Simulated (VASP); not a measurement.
YPtC2N2: single point with PBE

Crystal: YPtC2N2.

```
Y Pt C N
1.0
    -1.80213    2.92619    4.69406
     1.80213   -2.92619    4.69406
     1.80213    2.92619   -4.69406
Y Pt C N
1 1 2 2
Direct
  0.50000 0.00000 0.50000
  0.00000 0.00000 0.00000
  0.79596 0.79596 0.00000
  0.20404 0.20404 0.00000
  0.66786 0.66786 0.00000
  0.33214 0.33214 0.00000
```

```json
{
 "Program": "VASP 6.6.1",
 "Task": "single point",
 "Functional": "PBE",
 "Potentials or basis": "VASP PAW PBE potentials, release 64 (Y_sv, Pt, C, N)",
 "Cutoff": "520 eV",
 "k mesh": "12 × 12 × 12",
 "Occupations": "gaussian, width 0.1 eV",
 "Spin": "no spin polarisation"
}
```

The pressure is 0.2 GPa. The largest force is 0.269 eV/Å. The band gap on the k mesh is zero (an odd number of electrons rules out a gap without spin polarisation).

Forces on the atoms (eV/Å):
```
Y    0.000  0.000  0.000
Pt   0.000  0.000  0.000
C    0.000  0.000  0.269
C    0.000  0.000 -0.269
N    0.000  0.000 -0.247
N    0.000  0.000  0.247
```

Stress tensor (GPa, compression positive):
```
-0.11  0.00  0.00
 0.00 -0.13  0.00
 0.00  0.00  0.73
```

Levels at points of the mesh, in eV from the Fermi level:
```csv
k point,band 16,band 17,band 18,band 19,band 20,band 21,band 22,band 23,band 24,band 25
"(0.00, 0.00, 0.00)",-3.22,-3.19,-3.09,-2.64,-0.34,1.12,2.14,2.19,2.65,3.30
"(0.50, 0.00, 0.00)",-3.09,-2.99,-2.92,-2.47,-0.71,0.81,1.08,1.99,2.80,3.09
"(0.00, 0.50, 0.00)",-3.95,-3.66,-2.83,-1.06,0.36,1.39,1.52,2.46,2.46,3.66
"(0.50, 0.50, 0.00)",-3.15,-3.11,-2.99,-1.16,-0.98,0.39,1.64,1.97,3.30,3.52
"(0.50, 0.50, 0.50)",-4.01,-3.45,-3.19,-2.63,1.16,1.99,2.20,2.38,2.63,3.34
```

Wall time 12 min on 1 thread of Intel(R) Xeon(R) 6975P-C (Granite Rapids) (shared host), peak memory 1 GiB.

Caveat: spin-orbit coupling is left out, which moves the levels of the heavy elements.
